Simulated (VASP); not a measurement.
A run of VASP 6.6.1 is set up as follows.

INCAR

```
SYSTEM = Si63Se
PREC     = Accurate       ! precision mode
ENCUT    = 520            ! plane-wave cutoff, eV
EDIFF    = 1E-7           ! SCF threshold, eV
ISMEAR   = -1             ! smearing method
SIGMA    = 0.05           ! smearing width, eV
LREAL    = Auto         
LASPH    = .TRUE.         ! aspherical terms in the spheres
NELM     = 100            ! most SCF steps
ALGO     = Normal         ! electronic algorithm
ISIF     = 2              ! what is computed and relaxed
LWAVE    = .FALSE.        ! write WAVECAR
LCHARG   = .FALSE.        ! write CHGCAR
GGA      = PS             ! functional
IBRION   = 2              ! ionic algorithm
NSW      = 100            ! ionic steps
EDIFFG   = -0.03          ! ionic threshold
ISYM     = 0            
LUSENCCL = .FALSE.
```

File KPOINTS:

```
Automatic mesh
0
Gamma
  1 1 1
  0.25 0.25 0.25
```

The input POSCAR:

```
Si63Se
1.0
   10.8655790000      0.0000000000      0.0000000000
    0.0000000000     10.8655790000      0.0000000000
    0.0000000000      0.0000000000     10.8655790000
Si Se
63 1
Direct
    0.0013610000      0.0020600000      0.0007690000
    0.9988770000      0.9976790000      0.4999410000
    0.0003920000      0.5007390000      0.9978170000
    0.0001460000      0.5025080000      0.5036200000
    0.4989950000      0.0026800000      0.9999660000
    0.4988100000      0.0024450000      0.4992340000
    0.5004290000      0.5023400000      0.9987970000
    0.1225080000      0.1254920000      0.1237510000
    0.1246820000      0.1233080000      0.6252790000
    0.1273910000      0.6229170000      0.1279180000
    0.1248300000      0.6250370000      0.6242070000
    0.6229700000      0.1263600000      0.1207580000
    0.6262360000      0.1280570000      0.6247490000
    0.6257210000      0.6249930000      0.1265210000
    0.6239030000      0.6246980000      0.6246050000
    0.2488540000      0.2457410000      0.9983630000
    0.2496830000      0.2524120000      0.4965820000
    0.2503870000      0.7515750000      0.9987800000
    0.2514510000      0.7494960000      0.5001980000
    0.7529760000      0.2490410000      0.0046020000
    0.7460640000      0.2476380000      0.4994550000
    0.7467850000      0.7508610000      0.0020560000
    0.7493350000      0.7486120000      0.4978530000
    0.3748990000      0.3766430000      0.1268220000
    0.3760270000      0.3757830000      0.6283170000
    0.3761710000      0.8737940000      0.1244240000
    0.3774720000      0.8758840000      0.6291550000
    0.8747000000      0.3724970000      0.1243550000
    0.8743340000      0.3730280000      0.6231290000
    0.8777890000      0.8736160000      0.1254260000
    0.8752980000      0.8750500000      0.6226120000
    0.2499800000      0.0008660000      0.2527120000
    0.2516020000      0.0014850000      0.7476980000
    0.2497590000      0.4986980000      0.2483410000
    0.2505540000      0.4981290000      0.7475880000
    0.7500120000      0.0001620000      0.2493190000
    0.7517780000      0.0006470000      0.7502780000
    0.7486590000      0.4987790000      0.2508810000
    0.7499100000      0.5004930000      0.7478640000
    0.3738140000      0.1258910000      0.3789480000
    0.3747220000      0.1258030000      0.8750500000
    0.3711430000      0.6225740000      0.3724950000
    0.3749330000      0.6240840000      0.8740470000
    0.8743550000      0.1255650000      0.3740240000
    0.8758280000      0.1258690000      0.8739760000
    0.8727320000      0.6269360000      0.3731170000
    0.8752500000      0.6250400000      0.8740340000
    0.9968720000      0.2482620000      0.2499300000
    0.9977920000      0.2510760000      0.7535770000
    0.9972040000      0.7498740000      0.2506800000
    0.9969390000      0.7502920000      0.7493840000
    0.5002440000      0.2479100000      0.2508860000
    0.4980090000      0.2496630000      0.7472110000
    0.5021530000      0.7475560000      0.2496400000
    0.4979510000      0.7506450000      0.7512690000
    0.1238830000      0.3761440000      0.3739540000
    0.1278670000      0.3731110000      0.8756020000
    0.1245490000      0.8768890000      0.3768200000
    0.1262350000      0.8734270000      0.8754400000
    0.6226080000      0.3729360000      0.3771180000
    0.6284780000      0.3750560000      0.8723790000
    0.6212400000      0.8723760000      0.3719960000
    0.6277410000      0.8728130000      0.8774330000
    0.5000830000      0.4995640000      0.5022810000
```

Potentials or basis: VASP PAW PBE potentials, release 64 (Si, Se).

The run is started by

```sh
$ cat potpaw_PBE.64/Si/POTCAR potpaw_PBE.64/Se/POTCAR > POTCAR
$ mpirun -np 1 vasp_std > vasp.out
```

(1) What does it give for the energy gained by relaxing?

(2) Estimate the band gap on the k mesh.

## Answers

(1) 16.9 meV/atom.

(2) 0.38 eV.
